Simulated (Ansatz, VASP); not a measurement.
# Two plane-wave programs on BaTiO3

```
CELL_PARAMETERS angstrom
2.86488 1.65404 2.34823
-2.86488 1.65404 2.34823
0.00000 -3.30808 2.34823
ATOMIC_POSITIONS crystal
Ba 0.99543 0.99543 0.99543
Ti 0.48124 0.48124 0.48124
O 0.51134 0.51134 0.02195
O 0.02195 0.51134 0.51134
O 0.51134 0.02195 0.51134
```

Change from the starting cell: volume scaled by 1.04, ions relaxed.

Alike in both runs: functional PBE; k mesh 8 × 8 × 8; occupations fermi-dirac, width 0.02 eV; no spin polarisation.

Ansatz relaxed the structure, and its values are those at the end. VASP's run is a single point on that final structure, the one shown.

|  | VASP | Ansatz |
| --- | --- | --- |
| version | VASP 6.6.1 | Ansatz 0.2.0 |
| potentials or method | VASP PAW PBE potentials, release 64 (Ba_sv, Ti_sv, O_h) | plane-wave PAW, scalar-relativistic |
| plane-wave cutoff (eV) | 910 | 420 |
| valence electrons in the cell | 40 | 40 |

```csv
,VASP,Ansatz,Ansatz less VASP
gap on the k mesh at the Fermi level (eV),2.56,2.60,+0.040
rms of the force components (eV/Å),0.021,0.002,-0.0190
```

Ansatz's warnings: stress scf threshold loose.

Neither program's run includes spin-orbit coupling. Noted on VASP's run: the cutoff is short for stress, so the pressure is rough.
